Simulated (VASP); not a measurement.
Set up this calculation in VASP 6.6.1, as the native input.

```yaml
Task: single point
Functional: LDA
Potentials_or_basis: VASP PAW LDA potentials, release 64 (Y_sv, Mg)
Cutoff: 520 eV
k_mesh: 5 × 5 × 5
Occupations: methfessel-paxton, width 0.05 eV
Spin: no spin polarisation
Dipole_correction: no
Further_INCAR_settings: ALGO = Normal; EDIFF = 1e-06; NBANDS = 26
```

The structure of Y3Mg lies in POSCAR:

```
Y3Mg
1.0
    0.0000000000      4.0079276613      4.0079276613
    4.0079276613      0.0000000000      4.0079276613
    4.0079276613      4.0079276613      0.0000000000
Y Mg
3 1
Direct
    0.5000000000      0.5000000000      0.5000000000
    0.2500000000      0.2500000000      0.2500000000
    0.7500000000      0.7500000000      0.7500000000
    0.0000000000      0.0000000000      0.0000000000
```

One way to write it, as run:

INCAR

```
  ALGO = Normal
  EDIFF = 1E-6
  ENCUT = 520
  ISIF = 2
  ISMEAR = 1
  LASPH = True
  LCHARG = False
  LREAL = False
  LWAVE = False
  NBANDS = 26
  NELM = 100
  PREC = Accurate
  SIGMA = 0.05
```

KPOINTS

```
k-points
0
Gamma
  5 5 5
```

Potentials or basis: VASP PAW LDA potentials, release 64 (Y_sv, Mg).

Run with:

```bash
$ cat potpaw_LDA.64/Y_sv/POTCAR potpaw_LDA.64/Mg/POTCAR > POTCAR
$ mpirun -np 1 vasp_std > vasp.out
```

Results of the run:

```
Pressure : -5.7 GPa
```

Run time: 24 s on 1 thread of Intel(R) Xeon(R) 6975P-C (Granite Rapids), on a shared host, peak memory 0.23 GiB.
